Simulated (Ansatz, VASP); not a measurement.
**Lu in VASP and in Ansatz**

Contents of INCAR:

```
SYSTEM = Lu
ALGO = Normal
EDIFF = 1E-6
ENCUT = 520
GGA = PE
ISIF = 2
ISMEAR = -1
LASPH = .True.
LCHARG = .False.
LREAL = .False.
LWAVE = .False.
NBANDS = 18
NELM = 80
PREC = Accurate
SIGMA = 0.08
```

Contents of KPOINTS:

```
k-points
0
Gamma
  13 13 12
  0 0 0
```

Contents of POSCAR:

```
Lu
1.0
    2.8984632334      0.0000000000      0.0000000000
   -1.4492316167      2.5101427920      0.0000000000
    0.0000000000      0.0000000000      2.7703813732
Lu
1
Direct
    0.0000000000      0.0000000000      0.0000000000
```

Input for Ansatz:

```yaml
crystal:
  lattice:
    - [2.8984632334, 0.0, 0.0]
    - [-1.4492316167, 2.510142792, 0.0]
    - [0.0, 0.0, 2.7703813732]
  atoms:
    - { symbol: Lu, position: [0.0, 0.0, 0.0] }
kpoints:
  mp_grid: { grid: [13, 13, 12] }
scf:
  occupations: { method: fermi_dirac, width: 0.08 }
hamiltonian:
  xc: pbe
  pseudopotentials: { kind: nc }
output:
  forces: true
  stress: true
  eigenvalues: true
```

Change from the starting cell: volume scaled by 0.65, norm-conserving files.

Alike in both runs: task single point; functional PBE; k mesh 13 × 13 × 12; occupations fermi-dirac, width 0.08 eV; no spin polarisation.

```csv
,VASP,Ansatz
version,VASP 6.6.1,Ansatz 0.2.0
potentials or method,"VASP PAW PBE potentials, release 64 (Lu)","norm-conserving pseudopotentials, scalar-relativistic"
plane-wave cutoff (eV),520,1361
valence electrons in the cell,25,25
```

Ansatz gave:

| Quantity | Value |
| --- | --- |
| pressure (GPa) | 30.5 |
| traceless stress, the component that is largest in VASP (GPa) | -0.06 |

Problem. Estimate VASP's values.

Solution. Pressure (GPa): 31.5; traceless stress, the component that is largest in VASP (GPa): -0.07.

Both programs put the cell under a high pressure, so it lies far from rest at this level.

Neither program's run includes spin-orbit coupling.
